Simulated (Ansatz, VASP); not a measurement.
Two plane-wave programs on HfO2

```xyz
6
Lattice="0.0000 -2.5489 -2.5489 0.0000 2.5489 -2.5489 5.0978 0.0000 0.0000" Properties=species:S:1:pos:R:3 pbc="T T T"
Hf    2.5489   -0.1310   -2.5489
Hf    0.0000    0.1310    0.0000
O     3.5588    1.2745   -1.2754
O     1.5391   -1.2745   -1.2735
O     1.0099    1.2745   -1.2754
O     4.0880   -1.2745   -1.2735
```

Change from the starting cell: mode 1 frozen in at -0.265 Å and mode 5 at -0.131 Å (largest displacements).

Alike in both runs: task single point; functional PBE; k mesh 6 × 6 × 6; occupations gaussian, width 0.05 eV; no spin polarisation.

```csv
,VASP,Ansatz
version,VASP 6.6.1,Ansatz 0.2.0
potentials or method,"VASP PAW PBE potentials, release 64 (Hf_pv, O), cutoff 520 eV","scalar-relativistic, plane waves, PAW"
valence electrons in the cell,44,76
```

Ansatz gave:

```
gap on the k mesh at the Fermi level (eV)                     : 4.52
least direct gap on the mesh (eV)                             : 4.59
pressure (GPa)                                                : 8.5
traceless stress, the component that is largest in VASP (GPa) : -8.20
rms of the force components (eV/Å)                            : 0.660
```

Q: What did VASP give for the same quantities?

A: gap on the k mesh at the Fermi level (eV): 4.49; least direct gap on the mesh (eV): 4.56; pressure (GPa): 5.1; traceless stress, the component that is largest in VASP (GPa): -8.17; rms of the force components (eV/Å): 0.646.

Atom by atom the forces differ by 0.027 eV/Å (rms over components). VASP's potentials hold 44 valence electrons a cell and Ansatz's 76, so a difference there can come from the potentials and not from the codes.

Neither program's run includes spin-orbit coupling.
